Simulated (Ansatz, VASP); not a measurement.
## One calculation of SrO, two programs

File INCAR:

```
SYSTEM = SrO
  PREC = Accurate
  ENCUT = 520
  EDIFF = 1E-6
  ISMEAR = 0
  SIGMA = 0.05
  LREAL = .False.
  LASPH = .True.
  NELM = 80
  ALGO = Normal
  ISIF = 2
  LWAVE = .False.
  LCHARG = .False.
  GGA = B5
  ALDAX = 1.0
  AGGAX = 1.0
  AGGAC = 1.0
  ALDAC = 0.0
  IVDW = 12
  VDW_S6 = 1.0
  VDW_S8 = 2.6996
  VDW_A1 = 0.4298
  VDW_A2 = 4.2359
  NBANDS = 15
```

File KPOINTS:

```
Automatic mesh
0
Gamma
  8 8 8
  0 0 0
```

File POSCAR:

```
SrO
1.0
    0.0000000000      2.5533398670      2.5533398670
    2.5533398670      0.0000000000      2.5533398670
    2.5533398670      2.5533398670      0.0000000000
Sr O
1 1
Direct
    0.5000000000      0.5000000000      0.5000000000
    0.0000000000      0.0000000000      0.0000000000
```

Input for Ansatz:

```yaml
crystal:
  lattice:
    - [0.0, 2.553339867, 2.553339867]
    - [2.553339867, 0.0, 2.553339867]
    - [2.553339867, 2.553339867, 0.0]
  atoms:
    - { symbol: Sr, position: [0.5, 0.5, 0.5] }
    - { symbol: O, position: [0.0, 0.0, 0.0] }
basis:
  ecutwfc: 420
  ecutrho_ratio: 4
kpoints:
  mp_grid: { grid: [8, 8, 8] }
hamiltonian:
  xc: blyp
  dispersion: d3bj
scf:
  occupations: { method: gaussian, width: 0.05 }
output:
  forces: true
  stress: true
  eigenvalues: true
```

Alike in both runs: task single point; functional BLYP; dispersion D3(BJ); k mesh 8 × 8 × 8; occupations gaussian, width 0.05 eV; no spin polarisation.

```csv
,VASP,Ansatz
version,VASP 6.6.1,Ansatz 0.2.0
potentials or method,"VASP PAW PBE potentials, release 64 (Sr_sv, O), cutoff 520 eV","scalar-relativistic, plane waves, PAW"
valence electrons in the cell,16,16
```

|  | VASP | Ansatz | Ansatz less VASP |
| --- | --- | --- | --- |
| gap on the k mesh at the Fermi level (eV) | 3.38 | 3.44 | +0.061 |
| least direct gap on the mesh (eV) | 3.45 | 3.50 | +0.050 |
| pressure (GPa) | 2.6 | 2.0 | -0.69 |

VASP's potentials were made for PBE, not for BLYP.
